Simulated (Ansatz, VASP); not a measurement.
# Two plane-wave programs on Al2Zn

```xyz
3
Lattice="3.0197 0.0000 0.0000 -1.5098 2.6151 0.0000 0.0000 0.0000 6.2033" Properties=species:S:1:pos:R:3 pbc="T T T"
Al    0.0000    1.7434    2.0361
Al    1.5098    0.8717    4.1673
Zn    0.0000    0.0000    0.0000
```

Alike in both runs: task single point; functional LDA; k mesh 18 × 18 × 8; occupations gaussian, width 0.15 eV; no spin polarisation.

```csv
,VASP,Ansatz
version,VASP 6.6.1,Ansatz 0.2.0
potentials or method,"VASP PAW LDA potentials, release 64 (Al, Zn), cutoff 520 eV","scalar-relativistic, plane waves, PAW"
valence electrons in the cell,18,18
```

VASP gave:

* gap on the k mesh at the Fermi level (eV): none
* pressure (GPa): -3.8
* traceless stress, the component that is largest in VASP (GPa): 1.60
* rms of the force components (eV/Å): 0.059

**Question.** Estimate Ansatz's values.

**Answer.** gap on the k mesh at the Fermi level (eV): none; pressure (GPa): -4.0; traceless stress, the component that is largest in VASP (GPa): 1.52; rms of the force components (eV/Å): 0.064.

LDA's correlation is that of Perdew and Zunger in VASP and of Perdew and Wang (1992) in Ansatz. Atom by atom the forces differ by 0.005 eV/Å (rms over components). A gap of «none» marks a metal or a gap that the smearing closes.
